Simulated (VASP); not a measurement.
A run of VASP 6.6.1 is set up as follows.

File INCAR:

```
SYSTEM = C
PREC = Accurate
ENCUT = 520
EDIFF = 1E-6
ISMEAR = 0
SIGMA = 0.1
LREAL = .False.
LASPH = .True.
NELM = 60
ALGO = Normal
ISIF = 2
LWAVE = .False.
LCHARG = .True.
LDIPOL = .True.
IDIPOL = 3
DIPOL = 0.5 0.5 0.335
GGA = PE
IVDW = 12
LELF = .True.
LVHAR = .True.
LVACPOTAV = .True.
NBANDS = 16
```

KPOINTS

```
regular mesh
0
Gamma
  15 15 1
  0 0 0
```

Contents of POSCAR:

```
C
1.0
    2.4656524409      0.0000000000      0.0000000000
   -1.2328262205      2.1353176507      0.0000000000
    0.0000000000      0.0000000000     17.5000663885
C
4
Direct
    0.6666666667      0.3333333333      0.2571437784
    0.3333333333      0.6666666667      0.2571418816
    1.0000000000      0.3333333333      0.4120022306
    1.3333333333      0.0000000000      0.4120003338
```

Potentials or basis: VASP PAW PBE potentials, release 64 (C).

Run with:

```sh
$ cat potpaw_PBE.64/C/POTCAR > POTCAR
$ mpirun -np 1 vasp_std > vasp.out
```

Q: Estimate the dispersion energy per atom.

A: -0.136 eV.

Q: Predict the band gap on the k mesh.

A: 0.46 eV, indirect (least direct gap 0.69 eV).

Forces in eV/Å, atoms in the order of the input:
```
C    0.056  0.066 -0.503
C    0.029  0.081 -0.503
C   -0.056 -0.066  0.503
C   -0.029 -0.081  0.503
```
